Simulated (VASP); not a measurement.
# NbAg4 (Im-3m) in VASP: notebook

NbAg4 is run at these levels: PBE; tasks: relaxation of cell and atoms.

Everything below comes from runs of VASP 6.6.1. Logs are shortened: lines on timing, memory, paths and dates and some standing lists are left out, and cuts for length are marked.

### 1 The cell of the first run

It takes space group Im-3m (No. 229, cubic). The conventional cell has a = 5.846 Å, b = 5.846 Å, c = 5.846 Å, α = 90.00°, β = 90.00°, γ = 90.00°. Within 3.3 Å of Nb (site symmetry m-3m) lie 8 Ag at 2.53 Å. Within 3.3 Å of Ag (site symmetry -3m) lie 2 Nb at 2.53 Å and 6 Ag at 2.92 Å.

The cell was built from a structure type or drawn by symmetry, and may not be a known phase.

### 2 Relaxation of cell and atoms, PBE

INCAR reads:

```
SYSTEM = NbAg4
ALGO = Normal
EDIFF = 1E-7
EDIFFG = -0.04
ENCUT = 600
GGA = PE
IBRION = 2
ISIF = 3
ISMEAR = 0
LASPH = .True.
LCHARG = .False.
LREAL = .False.
LWAVE = .False.
NELM = 80
NSW = 90
PREC = Accurate
SIGMA = 0.1
```

KPOINTS reads:

```
k-points
0
Gamma
  4 4 4
  0 0 0
```

POSCAR reads:

```
NbAg4
1.0
   -2.9230404900      2.9230404900      2.9230404900
    2.9230404900     -2.9230404900      2.9230404900
    2.9230404900      2.9230404900     -2.9230404900
Nb Ag
1 4
Direct
    0.0000000000      0.0000000000      0.0000000000
    0.0000000000      0.0000000000      0.5000000000
    0.0000000000      0.5000000000      0.0000000000
    0.5000000000      0.0000000000      0.0000000000
    0.5000000000      0.5000000000      0.5000000000
```

Potentials or basis: VASP PAW PBE potentials, release 64 (Nb_sv, Ag).

Launch:

```bash
$ cat potpaw_PBE.64/Nb_sv/POTCAR potpaw_PBE.64/Ag/POTCAR > POTCAR
$ mpirun -np 1 vasp_std > vasp.out
```

OUTCAR:

```text
SYSTEM = NbAg4
   EDIFF = 1E-7
   EDIFFG = -0.04
   ENCUT = 600
   GGA = PE
   IBRION = 2
   ISIF = 3
   ISMEAR = 0
   LASPH = .True.
   LREAL = .False.
   NELM = 80
   NSW = 90
   PREC = Accurate

 ion  position               nearest neighbor table
   1  0.000  0.000  0.000-   2 2.53   3 2.53   4 2.53   5 2.53   2 2.53   3 2.53   4 2.53   5 2.53

   2  0.000  0.000  0.500-   1 2.53   1 2.53   4 2.92   5 2.92   3 2.92   3 2.92   4 2.92   5 2.92

   3  0.000  0.500  0.000-   1 2.53   1 2.53   4 2.92   5 2.92   2 2.92   2 2.92   5 2.92   4 2.92

   4  0.500  0.000  0.000-   1 2.53   1 2.53   3 2.92   5 2.92   5 2.92   2 2.92   2 2.92   3 2.92

   5  0.500  0.500  0.500-   1 2.53   1 2.53   3 2.92   4 2.92   4 2.92   3 2.92   2 2.92   2 2.92

  LATTYP: Found a body centered cubic cell.
 ALAT       =     5.8460809800

  Lattice vectors:

 A1 = (  -2.9230404900,   2.9230404900,   2.9230404900)
 A2 = (   2.9230404900,  -2.9230404900,   2.9230404900)
 A3 = (   2.9230404900,   2.9230404900,  -2.9230404900)

Analysis of symmetry for initial positions (statically):
=====================================================================
 Subroutine PRICEL returns:
 Original cell was already a primitive cell.

 Routine SETGRP: Setting up the symmetry group for a
 body centered cubic supercell.

 Subroutine GETGRP returns: Found 48 space group operations
 (whereof 48 operations were pure point group operations)
 out of a pool of 48 trial point group operations.

The static configuration has the point symmetry O_h .

Analysis of symmetry for dynamics (positions and initial velocities):
=====================================================================
 Subroutine PRICEL returns:
 Original cell was already a primitive cell.

 Routine SETGRP: Setting up the symmetry group for a
 body centered cubic supercell.

 Subroutine GETGRP returns: Found 48 space group operations
 (whereof 48 operations were pure point group operations)
 out of a pool of 48 trial point group operations.

The dynamic configuration has the point symmetry O_h .

 Subroutine INISYM returns: Found 48 space group operations
 (whereof 48 operations are pure point group operations),
 and found     1 'primitive' translations

----------------------------------------------------------------------------------------

                                     Primitive cell

  volume of cell :      99.8998

  direct lattice vectors                    reciprocal lattice vectors
    -2.923040490  2.923040490  2.923040490     0.000000000  0.171054764  0.171054764
     2.923040490 -2.923040490  2.923040490     0.171054764  0.000000000  0.171054764
     2.923040490  2.923040490 -2.923040490     0.171054764  0.171054764  0.000000000

  length of vectors
     5.062854641  5.062854641  5.062854641     0.241907967  0.241907967  0.241907967

  position of ions in fractional coordinates (direct lattice)
     0.000000000  0.000000000  0.000000000
     0.000000000  0.000000000  0.500000000
     0.000000000  0.500000000  0.000000000
     0.500000000  0.000000000  0.000000000
     0.500000000  0.500000000  0.500000000

  ion indices of the primitive-cell ions
   primitive index   ion index
                 1           1
                 2           2
                 3           3
                 4           4
                 5           5

----------------------------------------------------------------------------------------

 KPOINTS: k-points

Automatic generation of k-mesh.
 Grid dimensions read from file:
 generate k-points for:    4    4    4

 Generating k-lattice:

  Cartesian coordinates                     Fractional coordinates (reciprocal lattice)
     0.000000000  0.042763691  0.042763691     0.250000000  0.000000000  0.000000000
     0.042763691  0.000000000  0.042763691     0.000000000  0.250000000  0.000000000
     0.042763691  0.042763691  0.000000000     0.000000000  0.000000000  0.250000000

  Length of vectors
     0.060476992  0.060476992  0.060476992

  Shift w.r.t. Gamma in fractional coordinates (k-lattice)
     0.000000000  0.000000000  0.000000000

 Subroutine IBZKPT returns following result:
 ===========================================

 Found      8 irreducible k-points:

 Following reciprocal coordinates:
            Coordinates               Weight
  0.000000  0.000000  0.000000      1.000000
  0.250000  0.000000  0.000000     12.000000
  0.500000  0.000000  0.000000      6.000000
  0.250000  0.250000  0.000000     24.000000
  0.250000  0.250000  0.250000      2.000000
 -0.250000  0.250000  0.250000      6.000000
  0.500000  0.500000  0.250000     12.000000
  0.500000  0.500000  0.500000      1.000000
   k-points           NKPTS =      8   k-points in BZ     NKDIM =      8   number of bands    NBANDS=     34
   number of dos      NEDOS =    301   number of ions     NIONS =      5
   total plane-waves  NPLWV =  64000
   dimension x,y,z NGX =    40 NGY =   40 NGZ =   40
   dimension x,y,z NGXF=    80 NGYF=   80 NGZF=   80
   ions per type =               1   4
   NGX,Y,Z   is equivalent  to a cutoff of  13.13, 13.13, 13.13 a.u.
   NGXF,Y,Z  is equivalent  to a cutoff of  26.27, 26.27, 26.27 a.u.
 SYSTEM =  NbAg4
   PREC   = accura    normal or accurate (medium, high low for compatibility)
   ISTART =      0    job   : 0-new  1-cont  2-samecut
   ICHARG =      2    charge: 1-file 2-atom 10-const
   ISPIN  =      1    spin polarized calculation?
   LNONCOLLINEAR =      F non collinear calculations
   LSORBIT =      F    spin-orbit coupling
   LASPH  =      T    aspherical Exc in radial PAW
   ENCUT  =  600.0 eV  44.10 Ry    6.64 a.u.  10.11 10.11 10.11*2*pi/ulx,y,z
   NELM   =     80;   NELMIN=  2; NELMDL= -5     # of ELM steps
   EDIFF  = 0.1E-06   stopping-criterion for ELM
   LREAL  =      F    real-space projection
   EDIFFG = -.4E-01   stopping-criterion for IOM
   NSW    =     90    number of steps for IOM
   IBRION =      2    ionic relax: 0-MD 1-quasi-New 2-CG
   NFREE  =      1    steps in history (QN), initial steepest desc. (CG)
   ISIF   =      3    stress and relaxation
   ISYM   =      2    0-nonsym 1-usesym 2-fastsym
   POTIM  = 0.5000    time-step for ionic-motion
   TEBEG  =    0.0;   TEEND  =   0.0 temperature during run
   PSTRESS=    0.0 pullay stress
   NELECT =      57.0000    total number of electrons
   NUPDOWN=      -1.0000    fix difference up-down
   EMIN   =  10.00;   EMAX   =-10.00  energy-range for DOS
   EFERMI =   0.00;   METHOD = LEGACY
   ISMEAR =     0;   SIGMA  =   0.10  broadening in eV -4-tet -1-fermi 0-gaus
   EFERMI_NEDOS =   21; number of points for ismear=-14 and -15
   IALGO  =     38    algorithm
   IMIX   =      4    mixing-type and parameters
     AMIX     =   0.40;   BMIX     =  1.00
     AMIX_MAG =   1.60;   BMIX_MAG =  1.00
  volume/ion in A,a.u.               =      19.98       134.83
  Fermi-wavevector in a.u.,A,eV,Ry     =   1.357829  2.565924 25.085041  1.843699
  Thomas-Fermi vector in A             =   2.484714
   LORBIT       =      0    0 simple, 1 ext, 2 COOP (PROOUT), +10 PAW based schemes
   GGA     = PE    functional components
   LHFCALC =     F    Hartree Fock is set to
   AEXX    =    0.0000 exact exchange contribution
   IVDW    =     0    specifies the selected vdW correction
   LEPSILON=     F    determine dielectric tensor
   LRPA    =     F    only Hartree local field effects (RPA)
 conjugate gradient relaxation of ions
 non-spin polarized calculation
 Gauss-broadening in eV      SIGMA  =   0.10
  energy-cutoff  :      600.00
  volume of cell :       99.90
 maximum number of plane-waves:      3367
   NGX = 21   NGY = 21   NGZ = 21

--------------------------------------- Ionic step        1  -------------------------------------------

 number of electron      56.9999974 magnetization

 Free energy of the ion-electron system (eV)
  ---------------------------------------------------
  ext. energy  EPLUGINS =         0.00000000
  ---------------------------------------------------
  free energy    TOTEN  =       -15.09552774 eV

  energy without entropy =      -15.07340268  energy(sigma->0) =      -15.08446521

------------------------ aborting loop because EDIFF is reached ----------------------------------------

  FORCE on cell =-STRESS in cart. coord.  units (eV):
  Direction    XX          YY          ZZ          XY          YZ          ZX
  --------------------------------------------------------------------------------------
  -------------------------------------------------------------------------------------
  Total       10.1705846     10.1705846     10.1705846      0.0000000     -0.0000000      0.0000000
  in kB      163.1142913    163.1142913    163.1142913      0.0000000     -0.0000000      0.0000000
  external PRESSURE =     163.1142913 kB  Pullay stress =       0.0000000 kB
[... 24 lines left out ...]
  energy  without entropy=      -15.0734026831  energy(sigma->0) =      -15.08446521

--------------------------------------- Ionic step        2  -------------------------------------------

 number of electron      56.9999973 magnetization

 E-fermi :   4.3056     XC(G=0):  -9.7463

 val. band max:        4.2956071560   @ k =  -0.2500   0.2500   0.2500
 cond. band min:       4.3772815098   @ k =   0.2500   0.2500   0.0000
 fundamental gap:      0.0816743537
 Fermi energy:         4.3055816778

 k-point     1 :       0.0000    0.0000    0.0000
  band No.  band energies     occupation
      1     -51.1523      2.00000
      2     -27.2010      2.00000
      3     -27.2010      2.00000
      4     -27.2010      2.00000
      5      -1.6189      2.00000
      6      -0.9241      2.00000
[... 321 lines left out ...]
  energy  without entropy=      -15.6570481950  energy(sigma->0) =      -15.66924779

--------------------------------------- Ionic step        3  -------------------------------------------

 number of electron      56.9999992 magnetization

 Free energy of the ion-electron system (eV)
  ---------------------------------------------------
  ext. energy  EPLUGINS =         0.00000000
  ---------------------------------------------------
  free energy    TOTEN  =       -15.90247926 eV

  energy without entropy =      -15.88169326  energy(sigma->0) =      -15.89208626

 E-fermi :   5.4372     XC(G=0): -10.2931

 val. band max:        5.3311164784   @ k =   0.5000   0.0000   0.0000
 cond. band min:       5.4553275906   @ k =  -0.2500   0.2500   0.2500
 fundamental gap:      0.1242111121
 Fermi energy:         5.4371923461

 k-point     1 :       0.0000    0.0000    0.0000
  band No.  band energies     occupation
      1     -49.9722      2.00000
      2     -26.0607      2.00000
      3     -26.0607      2.00000
      4     -26.0607      2.00000
      5      -1.0501      2.00000
      6      -0.4316      2.00000
[... 317 lines left out ...]
  FREE ENERGIE OF THE ION-ELECTRON SYSTEM (eV)
  ---------------------------------------------------
  free  energy   TOTEN  =       -15.9024792579 eV

  energy  without entropy=      -15.8816932550  energy(sigma->0) =      -15.89208626

 reached required accuracy - stopping structural energy minimisation
```

Run time: 62 s. Hardware: 1 thread of Intel Xeon 6975P-C (Granite Rapids), shared host; peak memory 0.26 GiB.

What came out:

| Item | Value |
| --- | --- |
| Free energy | -15.9025 eV |
| Relaxed volume | 23.76 Å³/atom |
| Relaxed cell | a = 5.364 Å, b = 5.364 Å, c = 5.364 Å, α = 109.47°, β = 109.47°, γ = 109.47° |
| Space group after relaxing (to 0.1 Å) | Im-3m (No. 229) |
| Energy gained by relaxing | 161.4 meV/atom |
| Ionic steps | 3 |
| Pressure after relaxing | 0.0 GPa |
| Band gap on the k mesh | zero (an odd number of electrons rules out a gap without spin polarisation) |

The path:
```tsv
step	energy change (eV)	largest force (eV/Å)	pressure (GPa)	volume (Å³)
1	0.0000	0.0000	16.31	99.90
2	-0.5859	0.0000	-4.72	132.29
3	-0.8070	0.0000	0.05	118.81
```

Final structure:
```yaml
crystal:
  lattice:
    - [-3.09694, 3.09694, 3.09694]
    - [3.09694, -3.09694, 3.09694]
    - [3.09694, 3.09694, -3.09694]
  atoms:
    - { symbol: Nb, position: [0.00000, 0.00000, 0.00000] }
    - { symbol: Ag, position: [0.00000, 0.00000, 0.50000] }
    - { symbol: Ag, position: [0.00000, 0.50000, 0.00000] }
    - { symbol: Ag, position: [0.50000, 0.00000, 0.00000] }
    - { symbol: Ag, position: [0.50000, 0.50000, 0.50000] }
```

Caveat: the k points lie up to 0.36 Å⁻¹ apart in the final cell, too coarse for converged energies and pressures of a metal; the volume moved by over 15 % at a fixed basis, so the end points are rough.

### 3 Relaxation of cell and atoms, PBE

This run uses another cell than the first one, of 23.79 Å³/atom.

INCAR reads:

```
PREC = Accurate
ENCUT = 600
EDIFF = 1E-7
ISMEAR = 0
SIGMA = 0.1
LREAL = False
LASPH = True
NELM = 60
ALGO = Fast
ISIF = 3
LWAVE = False
LCHARG = False
GGA = PE
IBRION = 2
NSW = 100
EDIFFG = -0.01
```

KPOINTS reads:

```
Automatic mesh
0
Gamma
  8 8 8
```

POSCAR: that of step 2 with these lines changed.

```diff
@@ -2,5 +2,5 @@
 1.0
-   -2.9230404900      2.9230404900      2.9230404900
-    2.9230404900     -2.9230404900      2.9230404900
-    2.9230404900      2.9230404900     -2.9230404900
+   -3.0980176721      3.0980176721      3.0980176721
+    3.0980176721     -3.0980176721      3.0980176721
+    3.0980176721      3.0980176721     -3.0980176721
 Nb Ag
```

Potentials or basis: VASP PAW PBE potentials, release 64 (Nb_sv, Ag).

Launch:

```bash
$ cat potpaw_PBE.64/Nb_sv/POTCAR potpaw_PBE.64/Ag/POTCAR > POTCAR
$ mpirun -np 1 vasp_std > vasp.out
```

Wall time 5.5 min (1 thread of Intel Xeon 6975P-C (Granite Rapids), shared host); peak memory 0.41 GiB.

The run converged. Its results:

```
Free energy                           : -15.8825 eV
Relaxed volume                        : 23.91 Å³/atom
Relaxed cell                          : a = 5.375 Å, b = 5.375 Å, c = 5.375 Å, α = 109.47°, β = 109.47°, γ = 109.47°
Space group after relaxing (to 0.1 Å) : Im-3m (No. 229)
Energy gained by relaxing             : 0.1 meV/atom
Ionic steps                           : 3
Pressure after relaxing               : 0.0 GPa
Band gap on the k mesh                : zero (an odd number of electrons rules out a gap without spin polarisation)
```

Step by step:
```csv
step,energy change (eV),largest force (eV/Å),pressure (GPa),volume (Å³)
1,0.0000,0.0000,0.30,118.94
2,-0.0005,0.0000,-0.08,119.69
3,-0.0005,0.0000,0.00,119.53
```

Final structure:
```cif
data_structure
_symmetry_space_group_name_H-M 'P 1'
_symmetry_Int_Tables_number 1
_cell_length_a 5.3749
_cell_length_b 5.3749
_cell_length_c 5.3749
_cell_angle_alpha 109.471
_cell_angle_beta 109.471
_cell_angle_gamma 109.471
_cell_volume 119.53
loop_
_atom_site_label
_atom_site_type_symbol
_atom_site_fract_x
_atom_site_fract_y
_atom_site_fract_z
_atom_site_occupancy
Nb1 Nb 0.00000 0.00000 0.00000 1
Ag1 Ag 0.00000 0.00000 0.50000 1
Ag2 Ag 0.00000 0.50000 0.00000 1
Ag3 Ag 0.50000 0.00000 0.00000 1
Ag4 Ag 0.50000 0.50000 0.50000 1
```

Levels at points of the mesh, in eV from the Fermi level:
```csv
k point,band 26,band 27,band 28,band 29,band 30,band 31
"(0.00, 0.00, 0.00)",0.44,0.44,0.44,1.22,1.22,2.01
"(0.50, 0.00, 0.00)",-2.98,-0.95,-0.70,-0.09,0.54,0.74
"(0.50, 0.50, 0.50)",-1.71,-1.71,-0.79,-0.79,-0.79,-0.39
```
